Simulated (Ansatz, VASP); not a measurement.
## LiSe4 in VASP and in Ansatz

```xyz
5
Lattice="4.4761 -4.4761 0.0000 4.4761 4.4761 0.0000 0.0000 0.0000 4.1146" Properties=species:S:1:pos:R:3 pbc="T T T"
Li    0.0000    0.0000    0.0000
Se    4.4761   -1.7457    0.0000
Se    4.4761    1.7457    0.0000
Se    7.2066    0.0000    2.0573
Se    1.7457    0.0000    2.0573
```

Change from the starting cell: ordered vacancies on the cation sites of rutile (Cmmm, No. 65).

Alike in both runs: task relaxation of cell and atoms; functional PBE; k mesh 4 × 4 × 4; occupations gaussian, width 0.1 eV; no spin polarisation.

|  | VASP | Ansatz |
| --- | --- | --- |
| version | VASP 6.6.1 | Ansatz 0.2.0 |
| potentials or method | VASP PAW PBE potentials, release 64 (Li_sv, Se), cutoff 600 eV | scalar-relativistic, plane waves, PAW |
| valence electrons in the cell | 27 | 67 |

Ansatz gave:

| Item | Value |
| --- | --- |
| gap on the k mesh at the Fermi level, each at its own relaxed structure (eV) | none |
| relaxed volume (Å³/atom) | 30.73 |
| relaxed length of the cell vector where the two differ most in proportion (Å) | 4.335 |

Task: What did VASP give for the same quantities?

Result: gap on the k mesh at the Fermi level, each at its own relaxed structure (eV): none; relaxed volume (Å³/atom): 27.75; relaxed length of the cell vector where the two differ most in proportion (Å): 5.259.

A gap of «none» marks a metal or a gap that the smearing closes. One of these differences is far larger than is usual between the two programs; its cause wasn't traced. VASP's potentials hold 27 valence electrons a cell and Ansatz's 67, so a difference there can come from the potentials and not from the codes.

The k mesh is coarse, so the values compare programs but aren't converged. Noted on VASP's run: the cutoff is under 1.25 times that of the potentials, so the pressure is a little rough; the volume moved by over 15 % at a fixed basis, so the end points are rough.
